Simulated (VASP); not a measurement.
Wanted: the native input for a VASP 6.6.1 run.

* Task: single point
* Functional: PBE
* Potentials or basis: VASP PAW PBE potentials, release 64 (Zn, S)
* Cutoff: 520 eV
* k mesh: 14 × 14 × 14
* Occupations: fermi-dirac, width 0.08 eV
* Spin: no spin polarisation
* Dipole correction: no
* Further INCAR settings: ALGO = Normal; EDIFF = 1e-06; NBANDS = 16

The structure of ZnS (rocksalt type) lies in POSCAR:

```
ZnS
1.0
    0.0000000000      2.0907115493      2.0907115493
    2.0907115493      0.0000000000      2.0907115493
    2.0907115493      2.0907115493      0.0000000000
Zn S
1 1
Direct
    0.0000000000      0.0000000000      0.0000000000
    0.5000000000      0.5000000000      0.5000000000
```

This cell differs from its parent crystal: volume scaled by 0.55.

The input as run:

INCAR

```
PREC = Accurate
ENCUT = 520
EDIFF = 1E-6
ISMEAR = -1
SIGMA = 0.08
LREAL = False
LASPH = True
NELM = 100
ALGO = Normal
ISIF = 2
LWAVE = False
LCHARG = False
GGA = PE
NBANDS = 16
```

KPOINTS

```
regular mesh
0
Gamma
  14 14 14
```

Potentials or basis: VASP PAW PBE potentials, release 64 (Zn, S).

The run is started by

```bash
$ cat potpaw_PBE.64/Zn/POTCAR potpaw_PBE.64/S/POTCAR > POTCAR
$ mpirun -np 1 vasp_std > vasp.out
```

Results of the run:

```
Pressure               : 196.8 GPa
Band gap on the k mesh : zero (band 9 reaches 12.65 eV, above the bottom of band 10 at 12.03 eV)
```

Wall time 10 s on 1 thread of Intel(R) Xeon(R) 6975P-C (Granite Rapids), with other jobs on the host, peak memory 0.15 GiB.
